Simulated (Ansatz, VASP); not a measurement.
**SnO2 in VASP and in Ansatz**

```
Sn O
1.0
     4.64128    0.00000    0.00000
     0.00000    4.64128    0.00000
     0.00000    0.00000    3.12145
Sn O
2 4
Direct
  0.00000 0.00000 0.00000
  0.50000 0.50000 0.50000
  0.30425 0.30425 0.00000
  0.19575 0.80425 0.50000
  0.69575 0.69575 0.00000
  0.80425 0.19575 0.50000
```

Change from the starting cell: volume scaled by 0.94, ions relaxed.

Alike in both runs: functional PBE; k mesh 7 × 7 × 9; occupations fermi-dirac, width 0.02 eV; no spin polarisation.

Ansatz relaxed the structure, and its values are those at the end. VASP's run is a single point on that final structure, the one shown.

|  | VASP | Ansatz |
| --- | --- | --- |
| version | VASP 6.6.1 | Ansatz 0.2.0 |
| potentials or method | VASP PAW PBE potentials, release 64 (Sn_d, O) | plane-wave PAW, scalar-relativistic |
| plane-wave cutoff (eV) | 520 | 420 |
| valence electrons in the cell | 52 | 52 |

|  | VASP | Ansatz | Ansatz less VASP |
| --- | --- | --- | --- |
| gap on the k mesh at the Fermi level (eV) | 1.96 | 1.97 | +0.007 |
| pressure (GPa) | 27.8 | 27.0 | -0.84 |
| rms of the force components (eV/Å) | 0.008 | 0.000 | -0.0083 |

The functional is the same, so the differences come from potentials, cutoffs and numerics. Ansatz's warnings: stress scf threshold loose.
